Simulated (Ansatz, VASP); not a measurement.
HgH3 in VASP and in Ansatz

```
Hg H
1.0
     5.37911    0.00000    0.00000
    -2.68956    4.65845    0.00000
     0.00000    0.00000    3.80145
Hg H
1 3
Direct
  0.00000 0.00000 0.00000
  0.00000 0.00000 0.50000
  0.66667 0.33333 0.40099
  0.66667 0.33333 0.59901
```

Change from the starting cell: species swapped into the Tb3Pr type (P-6m2, No. 187).

Alike in both runs: task relaxation of cell and atoms; functional PBE; k mesh 12 × 12 × 12; occupations gaussian, width 0.1 eV; no spin polarisation.

|  | VASP | Ansatz |
| --- | --- | --- |
| version | VASP 6.6.1 | Ansatz 0.2.0 |
| potentials or method | VASP PAW PBE potentials, release 64 (Hg, H), cutoff 600 eV | scalar-relativistic, plane waves, PAW |
| valence electrons in the cell | 15 | 23 |

Ansatz gave:

```
gap on the k mesh at the Fermi level, each at its own relaxed structure (eV) : none
relaxed volume (Å³/atom)                                                     : 24.19
relaxed cell length with the largest relative difference (Å)                 : 5.399
```

Q: Estimate VASP's values.

A: gap on the k mesh at the Fermi level, each at its own relaxed structure (eV): none; relaxed volume (Å³/atom): 24.06; relaxed cell length with the largest relative difference (Å): 5.378.

A gap of «none» marks a metal or a gap that the smearing closes. VASP's potentials hold 15 valence electrons a cell and Ansatz's 23, so a difference there can come from the potentials and not from the codes.

Neither program's run includes spin-orbit coupling.
